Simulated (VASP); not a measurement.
# CaS (Fm-3m) in VASP: notebook

The runs below take CaS through phonons, with r2SCAN.

Program: VASP 6.6.1. These are calculated values, not measurements. Logs are shortened: lines on timing, memory, paths and dates and some standing lists are left out, and cuts for length are marked.

## 1. The cell of the first run

The structure is cubic, space group Fm-3m (No. 225). Conventional cell: a = 5.638 Å, b = 5.638 Å, c = 5.638 Å, α = 90.00°, β = 90.00°, γ = 90.00°. Within 3.7 Å of Ca (site symmetry m-3m) lie 6 S at 2.82 Å. Within 3.7 Å of S (site symmetry m-3m) lie 6 Ca at 2.82 Å.

## 2. Phonons, r2SCAN

Contents of INCAR:

```
SYSTEM = CaS
PREC     = Accurate       ! precision mode
ENCUT    = 550            ! plane-wave cutoff, eV
EDIFF    = 1E-8           ! SCF threshold, eV
ISMEAR   = 0              ! smearing method
SIGMA    = 0.01           ! smearing width, eV
LREAL    = .FALSE.        ! projectors in reciprocal space
LASPH    = .TRUE.         ! aspherical terms in the spheres
NELM     = 120            ! most SCF steps
ALGO     = Normal         ! electronic algorithm
ISIF     = 2              ! what is computed and relaxed
LWAVE    = .FALSE.        ! write WAVECAR
LCHARG   = .TRUE.         ! write CHGCAR
METAGGA  = R2SCAN         ! meta-GGA
LMIXTAU  = .TRUE.       
IBRION   = 6              ! ionic algorithm
NFREE    = 2            
POTIM    = 0.015          ! step
NSW      = 1              ! ionic steps
GGA_COMPAT= .FALSE.
```

Contents of KPOINTS:

```
Automatic mesh
0
G
  8 8 8
  0 0 0
```

Contents of POSCAR:

```
CaS
1.0
    2.8190261411      2.8190261411      0.0000000000
   -2.8190261411      2.8190261411      0.0000000000
    0.0000000000      2.8190261411      2.8190261411
Ca S
1 1
Direct
    0.0000000000      0.0000000000      0.0000000000
    0.5000000000      0.5000000000      0.0000000000
```

Potentials or basis: VASP PAW PBE potentials, release 64 (Ca_sv, S).

On the command line:

```
> cat potpaw_PBE.64/Ca_sv/POTCAR potpaw_PBE.64/S/POTCAR > POTCAR
> mpirun -np 1 vasp_std > vasp.out
```

OUTCAR:

```text
SYSTEM = CaS
   PREC = Accurate
   ENCUT = 550
   EDIFF = 1E-8
   ISMEAR = 0
   LREAL = .FALSE.
   LASPH = .TRUE.
   NELM = 120
   ISIF = 2
   METAGGA = R2SCAN
   IBRION = 6
   NFREE = 2
   POTIM = 0.015
   NSW = 1

 ion  position               nearest neighbor table
   1  0.000  0.000  0.000-   2 2.82   2 2.82   2 2.82   2 2.82   2 2.82   2 2.82
   2  0.500  0.500  0.000-   1 2.82   1 2.82   1 2.82   1 2.82   1 2.82   1 2.82

  LATTYP: Found a face centered cubic cell.
 ALAT       =     5.6380522822

  Lattice vectors:

 A1 = (   0.0000000000,   2.8190261411,   2.8190261411)
 A2 = (   2.8190261411,   0.0000000000,   2.8190261411)
 A3 = (   2.8190261411,   2.8190261411,   0.0000000000)

Analysis of symmetry for initial positions (statically):
=====================================================================
 Subroutine PRICEL returns:
 Original cell was already a primitive cell.

 Routine SETGRP: Setting up the symmetry group for a
 face centered cubic supercell.

 Subroutine GETGRP returns: Found 48 space group operations
 (whereof 48 operations were pure point group operations)
 out of a pool of 48 trial point group operations.

The static configuration has the point symmetry O_h .

Analysis of symmetry for dynamics (positions and initial velocities):
=====================================================================
 Subroutine PRICEL returns:
 Original cell was already a primitive cell.

 Routine SETGRP: Setting up the symmetry group for a
 face centered cubic supercell.

 Subroutine GETGRP returns: Found 48 space group operations
 (whereof 48 operations were pure point group operations)
 out of a pool of 48 trial point group operations.

The dynamic configuration has the point symmetry O_h .

 Subroutine INISYM returns: Found 48 space group operations
 (whereof 48 operations are pure point group operations),
 and found     1 'primitive' translations

----------------------------------------------------------------------------------------

                                     Primitive cell

  volume of cell :      44.8051

  direct lattice vectors                    reciprocal lattice vectors
     2.819026141  2.819026141  0.000000000     0.177366216  0.177366216 -0.177366216
    -2.819026141  2.819026141  0.000000000    -0.177366216  0.177366216 -0.177366216
     0.000000000  2.819026141  2.819026141     0.000000000  0.000000000  0.354732432

  length of vectors
     3.986705001  3.986705001  3.986705001     0.307207298  0.307207298  0.354732432

  position of ions in fractional coordinates (direct lattice)
     0.000000000  0.000000000  0.000000000
     0.500000000  0.500000000  0.000000000

  ion indices of the primitive-cell ions
   primitive index   ion index
                 1           1
                 2           2

----------------------------------------------------------------------------------------

 KPOINTS: Automatic mesh

Automatic generation of k-mesh.
 Grid dimensions read from file:
 generate k-points for:    8    8    8

 Generating k-lattice:

  Cartesian coordinates                     Fractional coordinates (reciprocal lattice)
     0.022170777  0.022170777 -0.022170777     0.125000000  0.000000000  0.000000000
    -0.022170777  0.022170777 -0.022170777     0.000000000  0.125000000  0.000000000
     0.000000000  0.000000000  0.044341554     0.000000000  0.000000000  0.125000000

  Length of vectors
     0.038400912  0.038400912  0.044341554

  Shift w.r.t. Gamma in fractional coordinates (k-lattice)
     0.000000000  0.000000000  0.000000000

 Subroutine IBZKPT returns following result:
[... 60 lines left out ...]
   NELECT =      16.0000    total number of electrons
   NUPDOWN=      -1.0000    fix difference up-down
   EMIN   =  10.00;   EMAX   =-10.00  energy-range for DOS
   EFERMI =   0.00;   METHOD = LEGACY
   ISMEAR =     0;   SIGMA  =   0.01  broadening in eV -4-tet -1-fermi 0-gaus
   EFERMI_NEDOS =   21; number of points for ismear=-14 and -15
   IALGO  =     38    algorithm
   IMIX   =      4    mixing-type and parameters
     AMIX     =   0.40;   BMIX     =  1.00
     AMIX_MAG =   1.60;   BMIX_MAG =  1.00
  volume/ion in A,a.u.               =      22.40       151.18
  Fermi-wavevector in a.u.,A,eV,Ry     =   1.161464  2.194849 18.354238  1.348998
  Thomas-Fermi vector in A             =   2.298036
   LORBIT       =      0    0 simple, 1 ext, 2 COOP (PROOUT), +10 PAW based schemes
   METAGGA = R2SCAN    functional components
   LHFCALC =     F    Hartree Fock is set to
   AEXX    =    0.0000 exact exchange contribution
   IVDW    =     0    specifies the selected vdW correction
   LEPSILON=     F    determine dielectric tensor
   LRPA    =     F    only Hartree local field effects (RPA)
 finite differences with symmetry
 non-spin polarized calculation
 Gauss-broadening in eV      SIGMA  =   0.01
  energy-cutoff  :      550.00
  volume of cell :       44.81
 maximum number of plane-waves:      1363
   NGX = 15   NGY = 15   NGZ = 15

--------------------------------------- Ionic step        1  -------------------------------------------

 number of electron      16.0000000 magnetization

 Free energy of the ion-electron system (eV)
  ---------------------------------------------------
  ext. energy  EPLUGINS =         0.00000000
  ---------------------------------------------------
  free energy    TOTEN  =       -19.93035523 eV

  energy without entropy =      -19.93035523  energy(sigma->0) =      -19.93035523

------------------------ aborting loop because EDIFF is reached ----------------------------------------

  FORCE on cell =-STRESS in cart. coord.  units (eV):
  Direction    XX          YY          ZZ          XY          YZ          ZX
  --------------------------------------------------------------------------------------
  -------------------------------------------------------------------------------------
  Total        0.6534538      0.6534538      0.6534538      0.0000000      0.0000000     -0.0000000
  in kB       23.3667423     23.3667423     23.3667423      0.0000000      0.0000000     -0.0000000
  external PRESSURE =      23.3667423 kB  Pullay stress =       0.0000000 kB
[... 131 lines left out ...]
--------------------------------------- Ionic step        5  -------------------------------------------

 number of electron      16.0000000 magnetization

 Free energy of the ion-electron system (eV)
  ---------------------------------------------------
  ext. energy  EPLUGINS =         0.00000000
  ---------------------------------------------------
  free energy    TOTEN  =       -19.92990482 eV

  energy without entropy =      -19.92990482  energy(sigma->0) =      -19.92990482

 E-fermi :   2.8209     XC(G=0):  -9.9215

 val. band max:        2.7058781049   @ k =   0.0000   0.0000   0.0000
 cond. band min:       5.4366587549   @ k =   0.5000   0.5000   0.0000
 fundamental gap:      2.7307806500
 Fermi energy:         2.8209479038

 k-point     1 :       0.0000    0.0000    0.0000
  band No.  band energies     occupation
      1     -37.9071      2.00000
      2     -18.0117      2.00000
      3     -18.0117      2.00000
      4     -18.0117      2.00000
      5      -9.1921      2.00000
      6       2.7057      2.00000
      7       2.7059      2.00000
      8       2.7059      2.00000
      9       7.3701      0.00000
     10       7.3705      0.00000
     11       7.3705      0.00000
     12       7.8367      0.00000
[... 331 lines left out ...]
 k-point    24 :       0.5000    0.2500    0.1250
  band No.  band energies     occupation
      1     -37.8917      2.00000
      2     -18.1706      2.00000
      3     -18.0672      2.00000
      4     -18.0406      2.00000
      5      -8.3378      2.00000
      6      -0.0232      2.00000
      7       1.1413      2.00000
      8       1.4758      2.00000
      9       8.2852      0.00000
     10       8.6322      0.00000
     11       9.8783      0.00000
     12      10.2582      0.00000

 [... further k-points ...]

------------------------ aborting loop because EDIFF is reached ----------------------------------------

  FORCE on cell =-STRESS in cart. coord.  units (eV):
  Direction    XX          YY          ZZ          XY          YZ          ZX
  --------------------------------------------------------------------------------------
  -------------------------------------------------------------------------------------
  Total        0.6591680      0.6530275      0.6530275      0.0000000      0.0000000     -0.0000000
  in kB       23.5710761     23.3514998     23.3514998      0.0000000      0.0000000     -0.0000000
  external PRESSURE =      23.4246919 kB  Pullay stress =       0.0000000 kB
[... 17 lines left out ...]
  FREE ENERGIE OF THE ION-ELECTRON SYSTEM (eV)
  ---------------------------------------------------
  free  energy   TOTEN  =       -19.9299048156 eV

  energy  without entropy=      -19.9299048156  energy(sigma->0) =      -19.92990482

 INTERNAL STRAIN TENSORS FROM DISPLACED ATOMS
 ============================================

 INTERNAL STRAIN TENSOR FOR ION    1 for displacements in x,y,z  (eV/Angst):
          X           Y           Z          XY          YZ          ZX
  --------------------------------------------------------------------------------
  x     0.00000     0.00000     0.00000     0.00000     0.00000     0.00000
  y     0.00000     0.00000     0.00000     0.00000     0.00000     0.00000
  z     0.00000     0.00000     0.00000     0.00000     0.00000     0.00000

 INTERNAL STRAIN TENSOR FOR ION    2 for displacements in x,y,z  (eV/Angst):
          X           Y           Z          XY          YZ          ZX
  --------------------------------------------------------------------------------
  x     0.00000     0.00000     0.00000     0.00000     0.00000     0.00000
  y     0.00000     0.00000     0.00000     0.00000     0.00000     0.00000
  z     0.00000     0.00000     0.00000     0.00000     0.00000     0.00000

 Eigenvectors and eigenvalues of the dynamical matrix
 ----------------------------------------------------

   1 f  =    7.443645 THz    46.769803 2PiTHz  248.293284 cm-1    30.784430 meV
             X         Y         Z           dx          dy          dz
      0.000000  0.000000  0.000000     0.000000    0.664330    0.000000
      0.000000  2.819026  0.000000     0.000000   -0.747439    0.000000
[... 21 lines left out ...]
   6 f/i=    0.023510 THz     0.147720 2PiTHz    0.784221 cm-1     0.097231 meV
             X         Y         Z           dx          dy          dz
      0.000000  0.000000  0.000000     0.747439   -0.000000   -0.000000
      0.000000  2.819026  0.000000     0.664330   -0.000000    0.000000

 ELASTIC MODULI CONTR FROM IONIC RELAXATION (kBar)
 Direction    XX          YY          ZZ          XY          YZ          ZX
 --------------------------------------------------------------------------------
 XX           0.0000      0.0000      0.0000      0.0000      0.0000      0.0000
 YY           0.0000      0.0000      0.0000      0.0000      0.0000      0.0000
 ZZ           0.0000      0.0000      0.0000      0.0000      0.0000      0.0000
 XY           0.0000      0.0000      0.0000      0.0000      0.0000      0.0000
 YZ           0.0000      0.0000      0.0000      0.0000      0.0000      0.0000
 ZX           0.0000      0.0000      0.0000      0.0000      0.0000      0.0000
 --------------------------------------------------------------------------------
```

Run time: 5.5 min. Hardware: 1 thread of AMD EPYC 9R45 (Zen 5), shared host; peak memory 0.19 GiB.

What came out:

| Item | Value |
| --- | --- |
| Highest phonon frequency at Γ, LO-TO splitting left out | 248 cm⁻¹ |

Phonon frequencies in cm⁻¹ (negative: imaginary):
```tsv
q point	frequencies
(0.000, 0.000, 0.000)	-1 -1 -1 248 248 248
```

Caveat: the cell stands under pressure or tension, which shifts response properties; the PAW data sets were made with another functional, which shifts forces and pressure a little.

[end of part 1 of 2]
